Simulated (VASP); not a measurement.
# EuO (Fm-3m) in VASP: a series of runs

The runs below take EuO through single point, relaxation of cell and atoms, with PBE+U.

All numbers are computed with VASP 6.6.1; they aren't measurements. Logs are shortened: lines on timing, memory, paths and dates and some standing lists are left out, and cuts for length are marked.

### 1 The cell of the first run

Symmetry: Fm-3m, No. 225, cubic system. Conventional cell: a = 5.176 Å, b = 5.176 Å, c = 5.176 Å, α = 90.00°, β = 90.00°, γ = 90.00°. Within 3.4 Å of Eu (site symmetry m-3m) lie 6 O at 2.59 Å. Within 3.4 Å of O (site symmetry m-3m) lie 6 Eu at 2.59 Å.

### 2 Single point, PBE+U, collinear spin, ferromagnetic start

File INCAR:

```
SYSTEM = EuO
PREC = Accurate
ENCUT = 520
EDIFF = 1E-7
ISMEAR = 0
SIGMA = 0.01
LREAL = .False.
LASPH = .True.
NELM = 150
ALGO = Normal
ISIF = 2
LWAVE = .False.
LCHARG = .False.
ISPIN = 2
MAGMOM = 7.43 0
LORBIT = 11
LMAXMIX = 6
LDAU = .True.
LDAUTYPE = 2
LDAUL = 3 -1
LDAUU = 6 0
LDAUJ = 0 0
LDAUPRINT = 1
GGA = PE
NBANDS = 22
```

File KPOINTS:

```
regular mesh
0
Gamma
  12 12 12
  0 0 0
```

File POSCAR:

```
EuO
1.0
    0.0000000000      2.5878701894      2.5878701894
    2.5878701894      0.0000000000      2.5878701894
    2.5878701894      2.5878701894      0.0000000000
Eu O
1 1
Direct
    0.5000000000      0.5000000000      0.5000000000
    0.0000000000      0.0000000000      0.0000000000
```

Potentials or basis: VASP PAW PBE potentials, release 64 (Eu, O).

Run with:

```bash
cat potpaw_PBE.64/Eu/POTCAR potpaw_PBE.64/O/POTCAR > POTCAR
mpirun -np 1 vasp_std > vasp.out
```

OUTCAR:

```text
SYSTEM = EuO
   PREC = Accurate
   ENCUT = 520
   EDIFF = 1E-7
   ISMEAR = 0
   LREAL = .False.
   LASPH = .True.
   NELM = 150
   ISIF = 2
   ISPIN = 2
   LORBIT = 11
   GGA = PE

 ion  position               nearest neighbor table
   1  0.500  0.500  0.500-   2 2.59   2 2.59   2 2.59   2 2.59   2 2.59   2 2.59
   2  0.000  0.000  0.000-   1 2.59   1 2.59   1 2.59   1 2.59   1 2.59   1 2.59

  LATTYP: Found a face centered cubic cell.
 ALAT       =     5.1757403788

  Lattice vectors:

 A1 = (   0.0000000000,   2.5878701894,   2.5878701894)
 A2 = (   2.5878701894,   0.0000000000,   2.5878701894)
 A3 = (   2.5878701894,   2.5878701894,   0.0000000000)

Analysis of symmetry for initial positions (statically):
=====================================================================
 Subroutine PRICEL returns:
 Original cell was already a primitive cell.

 Routine SETGRP: Setting up the symmetry group for a
 face centered cubic supercell.

 Subroutine GETGRP returns: Found 48 space group operations
 (whereof 48 operations were pure point group operations)
 out of a pool of 48 trial point group operations.

The static configuration has the point symmetry O_h .

Analysis of symmetry for dynamics (positions and initial velocities):
=====================================================================
 Subroutine PRICEL returns:
 Original cell was already a primitive cell.

 Routine SETGRP: Setting up the symmetry group for a
 face centered cubic supercell.

 Subroutine GETGRP returns: Found 48 space group operations
 (whereof 48 operations were pure point group operations)
 out of a pool of 48 trial point group operations.

The dynamic configuration has the point symmetry O_h .

Analysis of structural, dynamic, and magnetic symmetry:
=====================================================================
 Subroutine PRICEL returns:
 Original cell was already a primitive cell.

 Routine SETGRP: Setting up the symmetry group for a
 face centered cubic supercell.

 Subroutine GETGRP returns: Found 48 space group operations
 (whereof 48 operations were pure point group operations)
 out of a pool of 48 trial point group operations.

The overall configuration has the point symmetry O_h .

 Subroutine INISYM returns: Found 48 space group operations
 (whereof 48 operations are pure point group operations),
 and found     1 'primitive' translations

----------------------------------------------------------------------------------------

                                     Primitive cell

  volume of cell :      34.6623

  direct lattice vectors                    reciprocal lattice vectors
     0.000000000  2.587870189  2.587870189    -0.193209073  0.193209073  0.193209073
     2.587870189  0.000000000  2.587870189     0.193209073 -0.193209073  0.193209073
     2.587870189  2.587870189  0.000000000     0.193209073  0.193209073 -0.193209073

  length of vectors
     3.659801120  3.659801120  3.659801120     0.334647931  0.334647931  0.334647931

  position of ions in fractional coordinates (direct lattice)
     0.500000000  0.500000000  0.500000000
     0.000000000  0.000000000  0.000000000

  ion indices of the primitive-cell ions
   primitive index   ion index
                 1           1
                 2           2

----------------------------------------------------------------------------------------

 KPOINTS: regular mesh

Automatic generation of k-mesh.
 Grid dimensions read from file:
 generate k-points for:   12   12   12

[... 56 lines left out ...]
   ICHARG =      2    charge: 1-file 2-atom 10-const
   ISPIN  =      2    spin polarized calculation?
   LNONCOLLINEAR =      F non collinear calculations
   LSORBIT =      F    spin-orbit coupling
   LASPH  =      T    aspherical Exc in radial PAW
   ENCUT  =  520.0 eV  38.22 Ry    6.18 a.u.   6.80  6.80  6.80*2*pi/ulx,y,z
   NELM   =    150;   NELMIN=  2; NELMDL= -5     # of ELM steps
   EDIFF  = 0.1E-06   stopping-criterion for ELM
   LREAL  =      F    real-space projection
   EDIFFG = 0.1E-05   stopping-criterion for IOM
   NSW    =      0    number of steps for IOM
   IBRION =     -1    ionic relax: 0-MD 1-quasi-New 2-CG
   NFREE  =      0    steps in history (QN), initial steepest desc. (CG)
   ISIF   =      2    stress and relaxation
   ISYM   =      2    0-nonsym 1-usesym 2-fastsym
   POTIM  = 0.5000    time-step for ionic-motion
   TEBEG  =    0.0;   TEEND  =   0.0 temperature during run
   PSTRESS=    0.0 pullay stress
   NELECT =      23.0000    total number of electrons
   NUPDOWN=      -1.0000    fix difference up-down
   EMIN   =  10.00;   EMAX   =-10.00  energy-range for DOS
   EFERMI =   0.00;   METHOD = LEGACY
   ISMEAR =     0;   SIGMA  =   0.01  broadening in eV -4-tet -1-fermi 0-gaus
   EFERMI_NEDOS =   21; number of points for ismear=-14 and -15
   IALGO  =     38    algorithm
   IMIX   =      4    mixing-type and parameters
     AMIX     =   0.40;   BMIX     =  1.00
     AMIX_MAG =   1.60;   BMIX_MAG =  1.00
  volume/ion in A,a.u.               =      17.33       116.96
  Fermi-wavevector in a.u.,A,eV,Ry     =   1.427902  2.698343 27.740960  2.038903
  Thomas-Fermi vector in A             =   2.548021
   LORBIT       =     11    0 simple, 1 ext, 2 COOP (PROOUT), +10 PAW based schemes
 LDA+U is selected, type is set to LDAUTYPE =  2
   angular momentum for each species LDAUL =     3   -1
   U (eV)           for each species LDAUU =   6.0  0.0
   J (eV)           for each species LDAUJ =   0.0  0.0
   GGA     = PE    functional components
   LHFCALC =     F    Hartree Fock is set to
   AEXX    =    0.0000 exact exchange contribution
   IVDW    =     0    specifies the selected vdW correction
   LEPSILON=     F    determine dielectric tensor
   LRPA    =     F    only Hartree local field effects (RPA)
 spin polarized calculation
 Gauss-broadening in eV      SIGMA  =   0.01
  energy-cutoff  :      520.00
  volume of cell :       34.66
 maximum number of plane-waves:       950
   NGX = 13   NGY = 13   NGZ = 13

atom =   1  type =  1  l = 3

 onsite density matrix

spin component  1

  0.9747  0.0000 -0.0007 -0.0000 -0.0000  0.0000 -0.0000
  0.0000  0.9642 -0.0000  0.0000  0.0000  0.0000 -0.0000
 -0.0007 -0.0000  0.9750  0.0000 -0.0000 -0.0000  0.0000
 -0.0000  0.0000  0.0000  0.9741  0.0000  0.0000 -0.0000
 -0.0000  0.0000 -0.0000  0.0000  0.9750 -0.0000  0.0007
  0.0000  0.0000 -0.0000  0.0000 -0.0000  0.9755  0.0000
 -0.0000 -0.0000  0.0000 -0.0000  0.0007  0.0000  0.9747

spin component  2

  0.0031  0.0000  0.0015 -0.0000 -0.0000  0.0000  0.0000
  0.0000  0.0000  0.0000  0.0000 -0.0000 -0.0000 -0.0000
  0.0015  0.0000  0.0024  0.0000 -0.0000  0.0000 -0.0000
 -0.0000  0.0000  0.0000  0.0043 -0.0000 -0.0000  0.0000
 -0.0000 -0.0000 -0.0000 -0.0000  0.0024 -0.0000 -0.0015
  0.0000 -0.0000  0.0000 -0.0000 -0.0000  0.0012  0.0000
  0.0000 -0.0000 -0.0000  0.0000 -0.0015  0.0000  0.0031

 occupancies and eigenvectors

  o =  0.0000  v =  0.0000  0.0000  0.0000  0.0000  0.0000  0.0000  0.0000 -0.0000  1.0000  0.0000 -0.0000  0.0000  0.0000  0.0000      0.0000  0.0000  0.0000  0.0000  0.0000  0.0000  0.0000  0.0000  0.0000  0.0000  0.0000  0.0000  0.0000  0.0000
  o =  0.0012  v =  0.0000  0.0000  0.0000  0.0000  0.0000  0.0000  0.0000  0.0043  0.0000 -0.0056 -0.0000 -0.7905 -0.0005 -0.6124      0.0000  0.0000  0.0000  0.0000  0.0000  0.0000  0.0000  0.0000  0.0000  0.0000  0.0000  0.0000  0.0000  0.0000
  o =  0.0012  v =  0.0000  0.0000  0.0000  0.0000  0.0000  0.0000  0.0000  0.6124 -0.0000 -0.7905  0.0000  0.0056  0.0023  0.0043      0.0000  0.0000  0.0000  0.0000  0.0000  0.0000  0.0000  0.0000  0.0000  0.0000  0.0000  0.0000  0.0000  0.0000
  o =  0.0012  v =  0.0000  0.0000  0.0000  0.0000  0.0000  0.0000  0.0000  0.0014  0.0000 -0.0018 -0.0000  0.0004 -1.0000  0.0003      0.0000  0.0000  0.0000  0.0000  0.0000  0.0000  0.0000  0.0000  0.0000  0.0000  0.0000  0.0000  0.0000  0.0000
  o =  0.0043  v =  0.0000  0.0000  0.0000  0.0000  0.0000  0.0000  0.0000  0.0008  0.0000  0.0006  1.0000 -0.0001 -0.0000  0.0001      0.0000  0.0000  0.0000  0.0000  0.0000  0.0000  0.0000  0.0000  0.0000  0.0000  0.0000  0.0000  0.0000  0.0000
  o =  0.0043  v =  0.0000  0.0000  0.0000  0.0000  0.0000  0.0000  0.0000 -0.7906 -0.0000 -0.6124  0.0010 -0.0031 -0.0000  0.0039      0.0000  0.0000  0.0000  0.0000  0.0000  0.0000  0.0000  0.0000  0.0000  0.0000  0.0000  0.0000  0.0000  0.0000
  o =  0.0043  v =  0.0000  0.0000  0.0000  0.0000  0.0000  0.0000  0.0000  0.0039  0.0000  0.0031 -0.0002 -0.6124  0.0000  0.7906      0.0000  0.0000  0.0000  0.0000  0.0000  0.0000  0.0000  0.0000  0.0000  0.0000  0.0000  0.0000  0.0000  0.0000
  o =  0.9642  v =  0.0000 -1.0000 -0.0000 -0.0000 -0.0000 -0.0000  0.0000  0.0000  0.0000  0.0000  0.0000  0.0000  0.0000  0.0000      0.0000  0.0000  0.0000  0.0000  0.0000  0.0000  0.0000  0.0000  0.0000  0.0000  0.0000  0.0000  0.0000  0.0000
  o =  0.9741  v = -0.7906  0.0000 -0.6124 -0.0000 -0.0000  0.0000 -0.0000  0.0000  0.0000  0.0000  0.0000  0.0000  0.0000  0.0000      0.0000  0.0000  0.0000  0.0000  0.0000  0.0000  0.0000  0.0000  0.0000  0.0000  0.0000  0.0000  0.0000  0.0000
  o =  0.9741  v =  0.0000 -0.0000 -0.0000  0.5339  0.5178 -0.0000 -0.6685  0.0000  0.0000  0.0000  0.0000  0.0000  0.0000  0.0000      0.0000  0.0000  0.0000  0.0000  0.0000  0.0000  0.0000  0.0000  0.0000  0.0000  0.0000  0.0000  0.0000  0.0000
  o =  0.9741  v =  0.0000 -0.0000 -0.0000  0.8456 -0.3269 -0.0000  0.4221  0.0000  0.0000  0.0000  0.0000  0.0000  0.0000  0.0000      0.0000  0.0000  0.0000  0.0000  0.0000  0.0000  0.0000  0.0000  0.0000  0.0000  0.0000  0.0000  0.0000  0.0000
  o =  0.9755  v = -0.6124 -0.0000  0.7906  0.0000  0.0000 -0.0000  0.0000  0.0000  0.0000  0.0000  0.0000  0.0000  0.0000  0.0000      0.0000  0.0000  0.0000  0.0000  0.0000  0.0000  0.0000  0.0000  0.0000  0.0000  0.0000  0.0000  0.0000  0.0000
  o =  0.9755  v =  0.0000 -0.0000 -0.0000  0.0000  0.7873 -0.0909  0.6098  0.0000  0.0000  0.0000  0.0000  0.0000  0.0000  0.0000      0.0000  0.0000  0.0000  0.0000  0.0000  0.0000  0.0000  0.0000  0.0000  0.0000  0.0000  0.0000  0.0000  0.0000
  o =  0.9755  v =  0.0000  0.0000 -0.0000 -0.0000 -0.0719 -0.9959 -0.0557  0.0000  0.0000  0.0000  0.0000  0.0000  0.0000  0.0000      0.0000  0.0000  0.0000  0.0000  0.0000  0.0000  0.0000  0.0000  0.0000  0.0000  0.0000  0.0000  0.0000  0.0000

 number of electron      22.9999999 magnetization       6.9999983

 Free energy of the ion-electron system (eV)
  ---------------------------------------------------
  ext. energy  EPLUGINS =         0.00000000
  ---------------------------------------------------
  free energy    TOTEN  =       -21.13248389 eV

  energy without entropy =      -21.13248389  energy(sigma->0) =      -21.13248389

 E-fermi :   3.5506     XC(G=0): -10.6560

 val. band max:        3.5195287188   @ k =   0.0000   0.0000   0.0000
 cond. band min:       3.5816320779   @ k =   0.5000   0.5000   0.0000
 fundamental gap:      0.0621033592
 Fermi energy:         3.5505816449

 spin component 1

 k-point     1 :       0.0000    0.0000    0.0000
  band No.  band energies     occupation
      1     -36.1415      1.00000
      2     -14.7346      1.00000
      3     -14.7346      1.00000
      4     -14.7346      1.00000
      5     -14.0182      1.00000
      6       0.5959      1.00000
[... 1193 lines left out ...]
     21      14.8585      0.00000
     22      15.8848      0.00000

 [... further k-points ...]
[... 5 lines left out ...]
  --------------------------------------------------------------------------------------
  -------------------------------------------------------------------------------------
  Total       -0.0735155     -0.0735155     -0.0735155     -0.0000000     -0.0000000      0.0000000
  in kB       -3.3980665     -3.3980665     -3.3980665     -0.0000000     -0.0000000      0.0000000
  external PRESSURE =      -3.3980665 kB  Pullay stress =       0.0000000 kB

 VOLUME and BASIS-vectors are now :
 -----------------------------------------------------------------------------
  energy-cutoff  :      520.00
  volume of cell :       34.66
      direct lattice vectors                 reciprocal lattice vectors
     0.000000000  2.587870189  2.587870189    -0.193209073  0.193209073  0.193209073
     2.587870189  0.000000000  2.587870189     0.193209073 -0.193209073  0.193209073
     2.587870189  2.587870189  0.000000000     0.193209073  0.193209073 -0.193209073

 POSITION                                       TOTAL-FORCE (eV/Angst)
 -----------------------------------------------------------------------------------
      2.58787      2.58787      2.58787         0.000000     -0.000000     -0.000000
      0.00000      0.00000      0.00000        -0.000000      0.000000      0.000000
 -----------------------------------------------------------------------------------
    total drift:                                0.000000      0.000000      0.000000

  FREE ENERGIE OF THE ION-ELECTRON SYSTEM (eV)
  ---------------------------------------------------
  free  energy   TOTEN  =       -21.1324838923 eV

  energy  without entropy=      -21.1324838917  energy(sigma->0) =      -21.13248389

 total charge

# of ion       s       p       d       f       tot
--------------------------------------------------
    1        2.032   5.801   0.292   6.821  14.945
    2        1.554   3.400   0.000   0.000   4.954
--------------------------------------------------
tot          3.586   9.200   0.292   6.821  19.899

 magnetization (x)

# of ion       s       p       d       f       tot
--------------------------------------------------
    1       -0.014  -0.114   0.067   6.790   6.728
    2       -0.004  -0.087   0.000   0.000  -0.092
--------------------------------------------------
tot         -0.019  -0.202   0.067   6.790   6.636
```

Wall time 1.9 min (1 thread of Intel Xeon Platinum 8488C (Sapphire Rapids), shared host); peak memory 0.26 GiB.

What came out:

| Property | Result |
| --- | --- |
| Free energy | -21.1325 eV |
| Pressure | -0.3 GPa |
| Band gap on the k mesh | 0.06 eV, indirect (least direct gap 0.23 eV) |
| Net moment | 7.00 μB per cell |
| Site moments | Eu +6.73; O -0.09 μB |
| Valence electrons inside the program's atomic spheres | Eu 14.95; O 4.95 |

Eigenvalues of the final occupation matrices:
| site | spin | trace | eigenvalues |
| --- | --- | --- | --- |
| site 1 f | 1 | 6.81 | 0.96 0.97 0.97 0.97 0.98 0.98 0.98 |
| site 1 f | 2 | 0.02 | 0.00 0.00 0.00 0.00 0.00 0.00 0.00 |

Caveat: spin-orbit coupling is left out, which moves the levels of the heavy elements; a cell with one magnetic atom can't hold antiferromagnetic order, which such compounds often take. A k mesh can miss the band edges.

### 3 Relaxation of cell and atoms, PBE+U, collinear spin, ferromagnetic start

This run uses another cell than the first one, of 17.01 Å³/atom, 0.982 times its volume.

INCAR, as its differences from that of step 2:

```diff
@@ -2,3 +2,3 @@
 PREC = Accurate
-ENCUT = 520
+ENCUT = 600
 EDIFF = 1E-7
@@ -10,3 +10,3 @@
 ALGO = Normal
-ISIF = 2
+ISIF = 3
 LWAVE = .False.
@@ -24,2 +24,4 @@
 GGA = PE
-NBANDS = 22
+IBRION = 2
+NSW = 100
+EDIFFG = -0.005
```

File KPOINTS:

```
Automatic mesh
0
Gamma
  12 12 12
  0 0 0
```

File POSCAR:

```
EuO
1.0
    0.0000000000      2.5719519658      2.5719519658
    2.5719519658      0.0000000000      2.5719519658
    2.5719519658      2.5719519658      0.0000000000
Eu O
1 1
Direct
    0.5000000000      0.5000000000      0.5000000000
    0.0000000000      0.0000000000      0.0000000000
```

Potentials or basis: VASP PAW PBE potentials, release 64 (Eu, O).

Run with:

```bash
cat potpaw_PBE.64/Eu/POTCAR potpaw_PBE.64/O/POTCAR > POTCAR
mpirun -np 1 vasp_std > vasp.out
```

Run time: 5.7 min. Hardware: 1 thread of Intel Xeon Platinum 8488C (Sapphire Rapids), shared host; peak memory 0.28 GiB.

It converged, with:

* Free energy: -21.1350 eV
* Relaxed volume: 17.26 Å³/atom
* Relaxed cell: a = 3.655 Å, b = 3.655 Å, c = 3.655 Å, α = 60.00°, β = 60.00°, γ = 60.00°
* Space group after relaxing (to 0.05 Å): Fm-3m (No. 225)
* Energy gained by relaxing: 0.9 meV/atom
* Ionic steps: 3
* Pressure after relaxing: 0.0 GPa
* Band gap on the k mesh: 0.04 eV, indirect (least direct gap 0.21 eV)
* Net moment: 7.00 μB per cell
* Site moments: Eu +6.73; O -0.09 μB
* Valence electrons inside the program's atomic spheres: Eu 14.95; O 4.95

The path:
| step | energy change (eV) | largest force (eV/Å) | pressure (GPa) | volume (Å³) |
| --- | --- | --- | --- | --- |
| 1 | 0.0000 | 0.0000 | 1.20 | 34.03 |
| 2 | -0.0017 | 0.0000 | -0.36 | 34.66 |
| 3 | -0.0018 | 0.0000 | -0.03 | 34.51 |

Final structure:
```cif
data_structure
_symmetry_space_group_name_H-M 'P 1'
_symmetry_Int_Tables_number 1
_cell_length_a 3.6545
_cell_length_b 3.6545
_cell_length_c 3.6545
_cell_angle_alpha 60.000
_cell_angle_beta 60.000
_cell_angle_gamma 60.000
_cell_volume 34.51
loop_
_atom_site_label
_atom_site_type_symbol
_atom_site_fract_x
_atom_site_fract_y
_atom_site_fract_z
_atom_site_occupancy
Eu1 Eu 0.50000 0.50000 0.50000 1
O1 O 0.00000 0.00000 0.00000 1
```

Levels at points of the mesh, in eV from the valence-band top:
Spin up:
```
           k point  band 11  band 12  band 13  band 14  band 15  band 16  band 17  band 18  band 19
(0.00, 0.00, 0.00)    -0.48    -0.48     0.00     0.00     0.00     0.86     2.96     2.96     2.96
(0.50, 0.00, 0.00)    -0.71    -0.52    -0.52    -0.48    -0.47     3.51     5.65     5.65     5.94
(0.50, 0.50, 0.00)    -0.60    -0.60    -0.49    -0.17    -0.17     0.04     4.63     7.03     7.76
```
Spin down:
| k point | band 6 | band 7 | band 8 | band 9 | band 10 | band 11 |
| --- | --- | --- | --- | --- | --- | --- |
| (0.00, 0.00, 0.00) | -2.56 | -2.56 | -2.56 | 1.64 | 3.92 | 3.92 |
| (0.50, 0.00, 0.00) | -4.63 | -3.69 | -3.69 | 4.14 | 6.34 | 6.68 |
| (0.50, 0.50, 0.00) | -2.66 | -2.54 | -2.54 | 0.89 | 5.50 | 7.80 |

Eigenvalues of the final occupation matrices:
| site | spin | trace | eigenvalues |
| --- | --- | --- | --- |
| site 1 f | 1 | 6.81 | 0.96 0.97 0.97 0.97 0.98 0.98 0.98 |
| site 1 f | 2 | 0.02 | 0.00 0.00 0.00 0.00 0.00 0.00 0.00 |

Caveat: spin-orbit coupling is left out, which moves the levels of the heavy elements; a cell with one magnetic atom can't hold antiferromagnetic order, which such compounds often take. The state reached can hang on the start; a lower one may exist.
